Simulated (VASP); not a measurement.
Set up this calculation in VASP 6.6.1, as the native input.

```yaml
Task: single point
Functional: PBE
Potentials_or_basis: VASP PAW PBE potentials, release 64 (In_d)
Cutoff: 520 eV
k_mesh: 20 × 20 × 20
Occupations: gaussian, width 0.15 eV
Spin: no spin polarisation
Dipole_correction: no
Further_INCAR_settings: ALGO = Fast; EDIFF = 1e-06; NBANDS = 12
```

The structure of In lies in POSCAR:

```
In
1.0
   -1.7562420000      1.7562420000      2.3749920000
    1.7562420000     -1.7562420000      2.3749920000
    1.7562420000      1.7562420000     -2.3749920000
In
1
Direct
    0.0000000000      0.0000000000      0.0000000000
```

This cell differs from its parent crystal: strain +0.080 along x and y, -0.040 along z.

These files were run (other wordings do the same):

INCAR

```
SYSTEM = In
PREC = Accurate
ENCUT = 520
EDIFF = 1E-6
ISMEAR = 0
SIGMA = 0.15
LREAL = .False.
LASPH = .True.
NELM = 80
ALGO = Fast
ISIF = 2
LWAVE = .False.
LCHARG = .False.
GGA = PE
NBANDS = 12
```

KPOINTS

```
Automatic mesh
0
Gamma
  20 20 20
  0 0 0
```

Potentials or basis: VASP PAW PBE potentials, release 64 (In_d).

Launch:

```bash
$ cat potpaw_PBE.64/In_d/POTCAR > POTCAR
$ mpirun -np 1 vasp_std > vasp.out
```

Results of the run:

```
Pressure               : -2.0 GPa
Band gap on the k mesh : zero (an odd number of electrons rules out a gap without spin polarisation)
```

Caveat: the cell differs from its parent crystal (strain +0.080 along x and y, -0.040 along z); spin-orbit coupling is left out, which moves the levels of the heavy elements.

Run time: 100 s on 1 thread of Intel(R) Xeon(R) 6975P-C (Granite Rapids), with other jobs on the host, peak memory 0.33 GiB.
